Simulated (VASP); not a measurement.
# TiC (Fm-3m) in VASP: settings compared, part 2 of 2

VASP 6.6.1. Earlier steps stand in the parts before.

**3. Single point, LDA**

The input, INCAR:

```
ALGO = Normal ; EDIFF = 1E-7
ENCUT = 520 ; GGA = CA
ISIF = 2 ; ISMEAR = 0
LASPH = True ; LCHARG = True
LELF = True ; LREAL = False
LVHAR = True ; LWAVE = False
NBANDS = 15 ; NELM = 60
PREC = Accurate ; SIGMA = 0.1
```

The input, KPOINTS:

```
k-points
0
Gamma
  12 12 12
```

The input, POSCAR:

```
TiC
1.0
    0.0000000000      2.1304172690      2.1304172690
    2.1304172690      0.0000000000      2.1304172690
    2.1304172690      2.1304172690      0.0000000000
Ti C
1 1
Direct
    0.0000000000      1.0000000000      1.0000000000
    0.5000000000      0.5000000000      0.5000000000
```

Potentials or basis: VASP PAW LDA potentials, release 64 (Ti_sv, C).

On the command line:

```
> cat potpaw_LDA.64/Ti_sv/POTCAR potpaw_LDA.64/C/POTCAR > POTCAR
> mpirun -np 1 vasp_std > vasp.out
```

OUTCAR:

```text
EDIFF = 1E-7
   ENCUT = 520
   GGA = CA
   ISIF = 2
   ISMEAR = 0
   LASPH = True
   LREAL = False
   NELM = 60
   PREC = Accurate

 ion  position               nearest neighbor table
   1  0.000  0.000  0.000-   2 2.13   2 2.13   2 2.13   2 2.13   2 2.13   2 2.13
   2  0.500  0.500  0.500-   1 2.13   1 2.13   1 2.13   1 2.13   1 2.13   1 2.13

  LATTYP: Found a face centered cubic cell.
 ALAT       =     4.2608345380

  Lattice vectors:

 A1 = (   0.0000000000,   2.1304172690,   2.1304172690)
[... 618 lines left out ...]
------------------------ aborting loop because EDIFF is reached ----------------------------------------

  FORCE on cell =-STRESS in cart. coord.  units (eV):
  Direction    XX          YY          ZZ          XY          YZ          ZX
  --------------------------------------------------------------------------------------
  -------------------------------------------------------------------------------------
  Total        0.0849915      0.0849915      0.0849915     -0.0000000     -0.0000000      0.0000000
  in kB        7.0414465      7.0414465      7.0414465     -0.0000000     -0.0000000      0.0000000
  external PRESSURE =       7.0414465 kB  Pullay stress =       0.0000000 kB

 VOLUME and BASIS-vectors are now :
 -----------------------------------------------------------------------------
  energy-cutoff  :      520.00
  volume of cell :       19.34
      direct lattice vectors                 reciprocal lattice vectors
     0.000000000  2.130417269  2.130417269    -0.234695807  0.234695807  0.234695807
     2.130417269  0.000000000  2.130417269     0.234695807 -0.234695807  0.234695807
     2.130417269  2.130417269  0.000000000     0.234695807  0.234695807 -0.234695807

 POSITION                                       TOTAL-FORCE (eV/Angst)
 -----------------------------------------------------------------------------------
      0.00000      0.00000      0.00000         0.000000     -0.000000      0.000000
      2.13042      2.13042      2.13042        -0.000000      0.000000      0.000000
 -----------------------------------------------------------------------------------
    total drift:                                0.000000     -0.000000     -0.000000

  FREE ENERGIE OF THE ION-ELECTRON SYSTEM (eV)
  ---------------------------------------------------
  free  energy   TOTEN  =       -20.5397352592 eV

  energy  without entropy=      -20.5383279592  energy(sigma->0) =      -20.53903161
```

OSZICAR:

```text
N       E                     dE             d eps       ncg     rms          rms(c)
DAV:   1     0.112785466318E+03    0.11279E+03   -0.80789E+03  2168   0.129E+03
DAV:   2    -0.188803702356E+02   -0.13167E+03   -0.12312E+03  2307   0.328E+02
DAV:   3    -0.257494605056E+02   -0.68691E+01   -0.67635E+01  2792   0.746E+01
DAV:   4    -0.259713901385E+02   -0.22193E+00   -0.22176E+00  2762   0.121E+01
DAV:   5    -0.259758936708E+02   -0.45035E-02   -0.45034E-02  2802   0.149E+00    0.190E+01
DAV:   6    -0.211467625373E+02    0.48291E+01   -0.11530E+01  3084   0.565E+01    0.682E+00
DAV:   7    -0.205796798331E+02    0.56708E+00   -0.20336E+00  2536   0.205E+01    0.526E+00
DAV:   8    -0.205491263842E+02    0.30553E-01   -0.11579E-01  2406   0.376E+00    0.315E+00
DAV:   9    -0.205426175671E+02    0.65088E-02   -0.74942E-02  2871   0.316E+00    0.743E-01
DAV:  10    -0.205411829393E+02    0.14346E-02   -0.94977E-03  2806   0.134E+00    0.572E-01
DAV:  11    -0.205397712162E+02    0.14117E-02   -0.26708E-03  2454   0.751E-01    0.111E-01
DAV:  12    -0.205397432190E+02    0.27997E-04   -0.25765E-04  2419   0.173E-01    0.406E-02
DAV:  13    -0.205397355447E+02    0.76743E-05   -0.16034E-05  2713   0.354E-02    0.594E-03
DAV:  14    -0.205397353352E+02    0.20953E-06   -0.42261E-07  2612   0.552E-03    0.372E-03
DAV:  15    -0.205397352592E+02    0.76047E-07   -0.14836E-07  2540   0.260E-03
   1 F= -.20539735E+02 E0= -.20539032E+02  d E =-.140730E-02
```

stdout:

```text
POSCAR found type information on POSCAR TiC
 POSCAR found :  2 types and       2 ions
 scaLAPACK will be used
 LDA part: xc-table for (Slater(with rela. corr.)+CA(PZ))
 , standard interpolation
 POSCAR, INCAR and KPOINTS ok, starting setup
 FFT: planning ... GRIDC
 FFT: planning ... GRID_SOFT
 FFT: planning ... GRID
 WAVECAR not read
 entering main loop
```

Wall time 17 s (1 thread of Intel Xeon Platinum 8375C at 2.90GHz (Ice Lake), shared host); peak memory 0.14 GiB.

What came out:

```yaml
Free_energy: -20.5397 eV
Pressure: 0.7 GPa
Band_gap_on_the_k_mesh: zero (band 8 reaches 10.47 eV, above the bottom of band 9 at 9.41 eV)
```

**4. Single point, PBEsol**

This run uses another cell than the first one, of 9.89 Å³/atom, 1.023 times its volume.

The input, INCAR:

```
SYSTEM = TiC
PREC     = Accurate       ! precision mode
ENCUT    = 520            ! plane-wave cutoff, eV
EDIFF    = 1E-6           ! SCF threshold, eV
ISMEAR   = 0              ! smearing method
SIGMA    = 0.1            ! smearing width, eV
LREAL    = .False.        ! projectors in reciprocal space
LASPH    = .True.         ! aspherical terms in the spheres
NELM     = 60             ! most SCF steps
ALGO     = Normal         ! electronic algorithm
ISIF     = 2              ! what is computed and relaxed
LWAVE    = .False.        ! write WAVECAR
LCHARG   = .True.         ! write CHGCAR
GGA      = PS             ! functional
LELF     = .True.         ! ELF
LVHAR    = .True.       
NBANDS   = 15             ! bands
```

The input, KPOINTS:

```
regular mesh
0
Gamma
  12 12 12
  0 0 0
```

The input, POSCAR:

```
TiC
1.0
    0.0000000000      2.1464758511      2.1464758511
    2.1464758511      0.0000000000      2.1464758511
    2.1464758511      2.1464758511      0.0000000000
Ti C
1 1
Direct
    0.0000000000      0.0000000000      0.0000000000
    0.5000000000      0.5000000000      0.5000000000
```

Potentials or basis: VASP PAW PBE potentials, release 64 (Ti_sv, C).

On the command line:

```
> cat potpaw_PBE.64/Ti_sv/POTCAR potpaw_PBE.64/C/POTCAR > POTCAR
> mpirun -np 1 vasp_std > vasp.out
```

OUTCAR:

```text
SYSTEM = TiC
   PREC = Accurate
   ENCUT = 520
   EDIFF = 1E-6
   ISMEAR = 0
   LREAL = .False.
   LASPH = .True.
   NELM = 60
   ISIF = 2
   GGA = PS

 ion  position               nearest neighbor table
   1  0.000  0.000  0.000-   2 2.15   2 2.15   2 2.15   2 2.15   2 2.15   2 2.15
   2  0.500  0.500  0.500-   1 2.15   1 2.15   1 2.15   1 2.15   1 2.15   1 2.15

  LATTYP: Found a face centered cubic cell.
 ALAT       =     4.2929517022

  Lattice vectors:

 A1 = (   0.0000000000,   2.1464758511,   2.1464758511)
 A2 = (   2.1464758511,   0.0000000000,   2.1464758511)
[... 618 lines left out ...]

  FORCE on cell =-STRESS in cart. coord.  units (eV):
  Direction    XX          YY          ZZ          XY          YZ          ZX
  --------------------------------------------------------------------------------------
  -------------------------------------------------------------------------------------
  Total        0.0418628      0.0418628      0.0418628      0.0000000      0.0000000     -0.0000000
  in kB        3.3910228      3.3910228      3.3910228      0.0000000      0.0000000     -0.0000000
  external PRESSURE =       3.3910228 kB  Pullay stress =       0.0000000 kB

 VOLUME and BASIS-vectors are now :
 -----------------------------------------------------------------------------
  energy-cutoff  :      520.00
  volume of cell :       19.78
      direct lattice vectors                 reciprocal lattice vectors
     0.000000000  2.146475851  2.146475851    -0.232939961  0.232939961  0.232939961
     2.146475851  0.000000000  2.146475851     0.232939961 -0.232939961  0.232939961
     2.146475851  2.146475851  0.000000000     0.232939961  0.232939961 -0.232939961

 POSITION                                       TOTAL-FORCE (eV/Angst)
 -----------------------------------------------------------------------------------
      0.00000      0.00000      0.00000         0.000000      0.000000      0.000000
      2.14648      2.14648      2.14648        -0.000000     -0.000000     -0.000000
 -----------------------------------------------------------------------------------
    total drift:                                0.000000     -0.000000     -0.000000

  FREE ENERGIE OF THE ION-ELECTRON SYSTEM (eV)
  ---------------------------------------------------
  free  energy   TOTEN  =       -19.8030258756 eV

  energy  without entropy=      -19.8016100021  energy(sigma->0) =      -19.80231794
```

It took 22 s on 1 thread of Intel Xeon Platinum 8375C at 2.90GHz (Ice Lake), shared host; peak memory 0.15 GiB.

Results:

```yaml
Free_energy: -19.8030 eV
Pressure: 0.3 GPa
Band_gap_on_the_k_mesh: zero (band 8 reaches 10.29 eV, above the bottom of band 9 at 9.21 eV)
```

Levels at points of the mesh, in eV from the Fermi level:
```
           k point  band 6  band 7  band 8  band 9  band 10  band 11
(0.00, 0.00, 0.00)    0.64    0.64    0.64    1.70     1.70     1.70
(0.50, 0.00, 0.00)   -6.03   -3.02   -3.02    2.99     2.99     4.23
(0.50, 0.50, 0.00)   -3.49   -1.79   -0.04   -0.04     2.80     3.62
```

Caveat: the PAW data sets were made with another functional, which shifts forces and pressure a little.
